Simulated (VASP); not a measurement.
# LiCl (Fm-3m) in VASP: notebook

LiCl is run at these levels: PBEsol; tasks: elastic constants.

Everything below comes from runs of VASP 6.6.1. Logs are shortened: lines on timing, memory, paths and dates and some standing lists are left out, and cuts for length are marked.

**1. The cell of the first run**

Symmetry: Fm-3m, No. 225, cubic system. The conventional cell has a = 4.910 Å, b = 4.910 Å, c = 4.910 Å, α = 90.00°, β = 90.00°, γ = 90.00°. Within 3.2 Å of Li (site symmetry m-3m) lie 6 Cl at 2.45 Å. Within 3.2 Å of Cl (site symmetry m-3m) lie 6 Li at 2.45 Å.

**2. Elastic constants, PBEsol**

The input, INCAR:

```
SYSTEM = LiCl
PREC = Accurate
ENCUT = 600
EDIFF = 1E-8
ISMEAR = 0
SIGMA = 0.01
LREAL = .False.
LASPH = .True.
NELM = 60
ALGO = Normal
ISIF = 3
LWAVE = .False.
LCHARG = .True.
GGA = PS
IBRION = 6
NFREE = 2
POTIM = 0.015
NSW = 1
```

The input, KPOINTS:

```
Automatic mesh
0
Gamma
  8 8 8
  0 0 0
```

The input, POSCAR:

```
LiCl
1.0
    0.0000000000      2.4547867583      2.4547867583
    2.4547867583      0.0000000000      2.4547867583
    2.4547867583      2.4547867583      0.0000000000
Li Cl
1 1
Direct
    0.0000000000      0.0000000000      0.0000000000
    0.5000000000      0.5000000000      0.5000000000
```

Potentials or basis: VASP PAW PBE potentials, release 64 (Li_sv, Cl).

Command:

```bash
$ cat potpaw_PBE.64/Li_sv/POTCAR potpaw_PBE.64/Cl/POTCAR > POTCAR
$ mpirun -np 1 vasp_std > vasp.out
```

OUTCAR:

```text
SYSTEM = LiCl
   PREC = Accurate
   ENCUT = 600
   EDIFF = 1E-8
   ISMEAR = 0
   LREAL = .False.
   LASPH = .True.
   NELM = 60
   ISIF = 3
   GGA = PS
   IBRION = 6
   NFREE = 2
   POTIM = 0.015
   NSW = 1

 ion  position               nearest neighbor table
   1  0.000  0.000  0.000-   2 2.45   2 2.45   2 2.45   2 2.45   2 2.45   2 2.45
   2  0.500  0.500  0.500-   1 2.45   1 2.45   1 2.45   1 2.45   1 2.45   1 2.45

  LATTYP: Found a face centered cubic cell.
 ALAT       =     4.9095735166

  Lattice vectors:

 A1 = (   0.0000000000,   2.4547867583,   2.4547867583)
 A2 = (   2.4547867583,   0.0000000000,   2.4547867583)
 A3 = (   2.4547867583,   2.4547867583,   0.0000000000)

Analysis of symmetry for initial positions (statically):
=====================================================================
 Subroutine PRICEL returns:
 Original cell was already a primitive cell.

 Routine SETGRP: Setting up the symmetry group for a
 face centered cubic supercell.

 Subroutine GETGRP returns: Found 48 space group operations
 (whereof 48 operations were pure point group operations)
 out of a pool of 48 trial point group operations.

The static configuration has the point symmetry O_h .

Analysis of symmetry for dynamics (positions and initial velocities):
=====================================================================
 Subroutine PRICEL returns:
 Original cell was already a primitive cell.

 Routine SETGRP: Setting up the symmetry group for a
 face centered cubic supercell.

 Subroutine GETGRP returns: Found 48 space group operations
 (whereof 48 operations were pure point group operations)
 out of a pool of 48 trial point group operations.

The dynamic configuration has the point symmetry O_h .

 Subroutine INISYM returns: Found 48 space group operations
 (whereof 48 operations are pure point group operations),
 and found     1 'primitive' translations

----------------------------------------------------------------------------------------

                                     Primitive cell

  volume of cell :      29.5850

  direct lattice vectors                    reciprocal lattice vectors
     0.000000000  2.454786758  2.454786758    -0.203683680  0.203683680  0.203683680
     2.454786758  0.000000000  2.454786758     0.203683680 -0.203683680  0.203683680
     2.454786758  2.454786758  0.000000000     0.203683680  0.203683680 -0.203683680

  length of vectors
     3.471592726  3.471592726  3.471592726     0.352790482  0.352790482  0.352790482

  position of ions in fractional coordinates (direct lattice)
     0.000000000  0.000000000  0.000000000
     0.500000000  0.500000000  0.500000000

  ion indices of the primitive-cell ions
   primitive index   ion index
                 1           1
                 2           2

----------------------------------------------------------------------------------------

 KPOINTS: Automatic mesh

Automatic generation of k-mesh.
 Grid dimensions read from file:
 generate k-points for:    8    8    8

 Generating k-lattice:

  Cartesian coordinates                     Fractional coordinates (reciprocal lattice)
    -0.025460460  0.025460460  0.025460460     0.125000000  0.000000000  0.000000000
     0.025460460 -0.025460460  0.025460460     0.000000000  0.125000000  0.000000000
     0.025460460  0.025460460 -0.025460460     0.000000000  0.000000000  0.125000000

  Length of vectors
     0.044098810  0.044098810  0.044098810

  Shift w.r.t. Gamma in fractional coordinates (k-lattice)
     0.000000000  0.000000000  0.000000000

 Subroutine IBZKPT returns following result:
 ===========================================

 Found     29 irreducible k-points:

 Following reciprocal coordinates:
            Coordinates               Weight
  0.000000  0.000000  0.000000      1.000000
  0.125000  0.000000  0.000000      8.000000
  0.250000  0.000000  0.000000      8.000000
  0.375000  0.000000  0.000000      8.000000
[... 55 lines left out ...]
   EFERMI_NEDOS =   21; number of points for ismear=-14 and -15
   IALGO  =     38    algorithm
   IMIX   =      4    mixing-type and parameters
     AMIX     =   0.40;   BMIX     =  1.00
     AMIX_MAG =   1.60;   BMIX_MAG =  1.00
  volume/ion in A,a.u.               =      14.79        99.82
  Fermi-wavevector in a.u.,A,eV,Ry     =   1.140384  2.155013 17.694041  1.300475
  Thomas-Fermi vector in A             =   2.277086
   LORBIT       =      0    0 simple, 1 ext, 2 COOP (PROOUT), +10 PAW based schemes
   GGA     = PS    functional components
   LHFCALC =     F    Hartree Fock is set to
   AEXX    =    0.0000 exact exchange contribution
   IVDW    =     0    specifies the selected vdW correction
   LEPSILON=     F    determine dielectric tensor
   LRPA    =     F    only Hartree local field effects (RPA)
 finite differences with symmetry
 non-spin polarized calculation
 Gauss-broadening in eV      SIGMA  =   0.01
  energy-cutoff  :      600.00
  volume of cell :       29.58
 maximum number of plane-waves:       999
   NGX = 13   NGY = 13   NGZ = 13

--------------------------------------- Ionic step        1  -------------------------------------------

 number of electron      10.0000001 magnetization

 Free energy of the ion-electron system (eV)
  ---------------------------------------------------
  ext. energy  EPLUGINS =         0.00000000
  ---------------------------------------------------
  free energy    TOTEN  =        -7.60554988 eV

  energy without entropy =       -7.60554988  energy(sigma->0) =       -7.60554988

------------------------ aborting loop because EDIFF is reached ----------------------------------------

  FORCE on cell =-STRESS in cart. coord.  units (eV):
  Direction    XX          YY          ZZ          XY          YZ          ZX
  --------------------------------------------------------------------------------------
  -------------------------------------------------------------------------------------
  Total        0.7260970      0.7260970      0.7260970     -0.0000000     -0.0000000      0.0000000
  in kB       39.3218491     39.3218491     39.3218491     -0.0000000     -0.0000000      0.0000000
  external PRESSURE =      39.3218491 kB  Pullay stress =       0.0000000 kB
[... 89 lines left out ...]
  FREE ENERGIE OF THE ION-ELECTRON SYSTEM (eV)
  ---------------------------------------------------
  free  energy   TOTEN  =        -7.5924710436 eV

  energy  without entropy=       -7.5924710436  energy(sigma->0) =       -7.59247104

[... ionic steps 4 to 14 ...]

--------------------------------------- Ionic step       15  -------------------------------------------

 number of electron      10.0000001 magnetization

------------------------ aborting loop because EDIFF is reached ----------------------------------------
[... 67 lines left out ...]
--------------------------------------- Ionic step       17  -------------------------------------------

 number of electron      10.0000000 magnetization

 Free energy of the ion-electron system (eV)
  ---------------------------------------------------
  ext. energy  EPLUGINS =         0.00000000
  ---------------------------------------------------
  free energy    TOTEN  =        -7.60537442 eV

  energy without entropy =       -7.60537442  energy(sigma->0) =       -7.60537442

 E-fermi :   1.8015     XC(G=0):  -9.4944

 val. band max:        1.6080387726   @ k =   0.0000   0.0000   0.0000
 cond. band min:       8.2879579301   @ k =   0.5000   0.0000   0.0000
 fundamental gap:      6.6799191575
 Fermi energy:         1.8015070070

 k-point     1 :       0.0000    0.0000    0.0000
  band No.  band energies     occupation
      1     -41.0279      2.00000
      2     -12.3054      2.00000
      3       1.6077      2.00000
      4       1.6080      2.00000
      5       1.6080      2.00000
      6       8.5663      0.00000
      7      13.5023      0.00000
      8      13.5023      0.00000
      9      13.5037      0.00000
[... 265 lines left out ...]
 k-point    24 :      -0.3750    0.2500    0.1250
  band No.  band energies     occupation
      1     -41.0212      2.00000
      2     -11.3610      2.00000
      3      -1.5461      2.00000
      4      -0.0629      2.00000
      5       0.8665      2.00000
      6       9.9133      0.00000
      7      11.0022      0.00000
      8      12.3424      0.00000
      9      14.0833      0.00000

 [... further k-points ...]

------------------------ aborting loop because EDIFF is reached ----------------------------------------

  FORCE on cell =-STRESS in cart. coord.  units (eV):
  Direction    XX          YY          ZZ          XY          YZ          ZX
  --------------------------------------------------------------------------------------
  -------------------------------------------------------------------------------------
  Total        0.7290586      0.7258478      0.7258478      0.0000000      0.0000000     -0.0000000
  in kB       39.4822346     39.3083496     39.3083496      0.0000000      0.0000000     -0.0000000
  external PRESSURE =      39.3663113 kB  Pullay stress =       0.0000000 kB
[... 17 lines left out ...]
  FREE ENERGIE OF THE ION-ELECTRON SYSTEM (eV)
  ---------------------------------------------------
  free  energy   TOTEN  =        -7.6053744216 eV

  energy  without entropy=       -7.6053744216  energy(sigma->0) =       -7.60537442

 INTERNAL STRAIN TENSORS FROM STRAINED CELLS
 ============================================

 INTERNAL STRAIN TENSOR FOR ION    1 for displacements in x,y,z  (eV/Angst):
          X           Y           Z          XY          YZ          ZX
  --------------------------------------------------------------------------------
  x     0.00000    -0.00000     0.00000    -0.00000    -0.00000    -0.00000
  y     0.00000    -0.00000    -0.00000     0.00000     0.00000    -0.00000
  z     0.00000     0.00000     0.00000     0.00000     0.00000     0.00000

 INTERNAL STRAIN TENSORS FROM DISPLACED ATOMS
 ============================================

 INTERNAL STRAIN TENSOR FOR ION    1 for displacements in x,y,z  (eV/Angst):
          X           Y           Z          XY          YZ          ZX
  --------------------------------------------------------------------------------
  x     0.00000     0.00000     0.00000     0.00000     0.00000     0.00000
  y     0.00000     0.00000     0.00000     0.00000     0.00000     0.00000
  z     0.00000     0.00000     0.00000     0.00000     0.00000     0.00000

 INTERNAL STRAIN TENSOR FOR ION    2 for displacements in x,y,z  (eV/Angst):
          X           Y           Z          XY          YZ          ZX
  --------------------------------------------------------------------------------
  x     0.00000     0.00000     0.00000     0.00000     0.00000     0.00000
  y     0.00000     0.00000     0.00000     0.00000     0.00000     0.00000
  z     0.00000     0.00000     0.00000     0.00000     0.00000     0.00000

 Eigenvectors and eigenvalues of the dynamical matrix
 ----------------------------------------------------

   1 f  =    8.069677 THz    50.703278 2PiTHz  269.175462 cm-1    33.373489 meV
             X         Y         Z           dx          dy          dz
      0.000000  0.000000  0.000000     0.913771   -0.000000    0.000000
      2.454787  2.454787  2.454787    -0.406230    0.000000    0.000000
[... 21 lines left out ...]
   6 f/i=    0.000673 THz     0.004225 2PiTHz    0.022432 cm-1     0.002781 meV
             X         Y         Z           dx          dy          dz
      0.000000  0.000000  0.000000     0.196196   -0.317406   -0.160573
      2.454787  2.454787  2.454787     0.441321   -0.713970   -0.361191

--------------------------------------------------------------------------------------------------------

 ELASTIC MODULI CONTR FROM IONIC RELAXATION (kBar)
 Direction    XX          YY          ZZ          XY          YZ          ZX
 --------------------------------------------------------------------------------
 XX           0.0000      0.0000      0.0000      0.0000      0.0000      0.0000
 YY           0.0000      0.0000      0.0000      0.0000      0.0000      0.0000
 ZZ           0.0000      0.0000      0.0000      0.0000      0.0000      0.0000
 XY           0.0000      0.0000      0.0000      0.0000      0.0000      0.0000
 YZ           0.0000      0.0000      0.0000      0.0000      0.0000      0.0000
 ZX           0.0000      0.0000      0.0000      0.0000      0.0000      0.0000
 --------------------------------------------------------------------------------

 TOTAL ELASTIC MODULI (kBar)
 Direction    XX          YY          ZZ          XY          YZ          ZX
 --------------------------------------------------------------------------------
 XX         957.9572    236.9567    236.9567      0.0000     -0.0000      0.0000
 YY         236.9567    957.9572    236.9567      0.0000     -0.0000      0.0000
 ZZ         236.9567    236.9567    957.9572      0.0000      0.0000     -0.0000
 XY           0.0000      0.0000      0.0000    299.0239      0.0000     -0.0000
 YZ          -0.0000     -0.0000      0.0000      0.0000    299.0239     -0.0000
 ZX           0.0000      0.0000     -0.0000     -0.0000     -0.0000    299.0239
 --------------------------------------------------------------------------------
```

It took 7 min on 1 thread of Intel Xeon Platinum 8259CL at 2.50GHz (Skylake/Cascade Lake), shared host; peak memory 0.22 GiB.

What came out:

```yaml
Elastic_constants_C11_C12_C44: 96, 24, 30 GPa
Voigt_bulk_modulus: 48 GPa
Highest_phonon_frequency_at_Γ_LO-TO_splitting_left_out: 269 cm⁻¹
```

Phonon frequencies in cm⁻¹ (negative: imaginary):
| q point | frequencies |
| --- | --- |
| (0.000, 0.000, 0.000) | 0 0 0 269 269 269 |

Elastic tensor in Voigt notation (GPa, in the Cartesian axes of the cell as first typed):
```
96 24 24  0  0  0
24 96 24  0  0  0
24 24 96  0  0  0
 0  0  0 30  0  0
 0  0  0  0 30  0
 0  0  0  0  0 30
```

Clamped-ion elastic tensor (GPa):
```
96 24 24  0  0  0
24 96 24  0  0  0
24 24 96  0  0  0
 0  0  0 30  0  0
 0  0  0  0 30  0
 0  0  0  0  0 30
```

Caveat: the cell is under stress, which shifts elastic constants; the cutoff is under 1.25 times the usual one of these potentials, so pressure, stress and relaxed cells hold a basis-set (Pulay) error; the PAW data sets were made with another functional, which shifts forces and pressure a little.

**3. Elastic constants, PBEsol**

This run uses another cell than the first one, of 15.43 Å³/atom.

The input, INCAR:

```
PREC     = Accurate       # precision mode
ENCUT    = 600            # plane-wave cutoff, eV
EDIFF    = 1E-8           # SCF threshold, eV
ISMEAR   = 0              # smearing method
SIGMA    = 0.01           # smearing width, eV
LREAL    = F              # projectors in reciprocal space
LASPH    = T              # aspherical terms in the spheres
NELM     = 80             # most SCF steps
ALGO     = Normal         # electronic algorithm
ISIF     = 3              # what is computed and relaxed
LWAVE    = F              # write WAVECAR
LCHARG   = F              # write CHGCAR
GGA      = PS             # functional
NBANDS   = 12             # bands
IBRION   = 6              # ionic algorithm
NFREE    = 2            
POTIM    = 0.015          # step
NSW      = 1              # ionic steps
```

The input, KPOINTS:

```
regular mesh
0
Gamma
  8 8 8
```

The input, POSCAR:

```
LiCl
1.0
    0.0000000000      2.4894005390      2.4894005390
    2.4894005390      0.0000000000      2.4894005390
    2.4894005390      2.4894005390      0.0000000000
Li Cl
1 1
Direct
    0.0000000000      0.0000000000      0.0000000000
    0.5000000000      0.5000000000      0.5000000000
```

Potentials or basis: VASP PAW PBE potentials, release 64 (Li_sv, Cl).

Command:

```bash
$ cat potpaw_PBE.64/Li_sv/POTCAR potpaw_PBE.64/Cl/POTCAR > POTCAR
$ mpirun -np 1 vasp_std > vasp.out
```

Run time: 8.8 min. Hardware: 1 thread of Intel Xeon Platinum 8259CL at 2.50GHz (Skylake/Cascade Lake), shared host; peak memory 0.24 GiB.

It converged, with:

```yaml
Elastic_constants_C11_C12_C44: 80, 22, 28 GPa
Voigt_bulk_modulus: 42 GPa
Highest_phonon_frequency_at_Γ_LO-TO_splitting_left_out: 240 cm⁻¹
```

Phonon frequencies in cm⁻¹ (negative: imaginary):
| q point | frequencies |
| --- | --- |
| (0.000, 0.000, 0.000) | 0 0 0 240 240 240 |

Elastic tensor in Voigt notation (GPa, in the Cartesian axes of the cell as first typed):
```
80 22 22  0  0  0
22 80 22  0  0  0
22 22 80  0  0  0
 0  0  0 28  0  0
 0  0  0  0 28  0
 0  0  0  0  0 28
```

Clamped-ion elastic tensor (GPa):
```
80 22 22  0  0  0
22 80 22  0  0  0
22 22 80  0  0  0
 0  0  0 28  0  0
 0  0  0  0 28  0
 0  0  0  0  0 28
```

Caveat: the cell is under stress, which shifts elastic constants; the cutoff is under 1.25 times the usual one of these potentials, so pressure, stress and relaxed cells hold a basis-set (Pulay) error; the PAW data sets were made with another functional, which shifts forces and pressure a little.
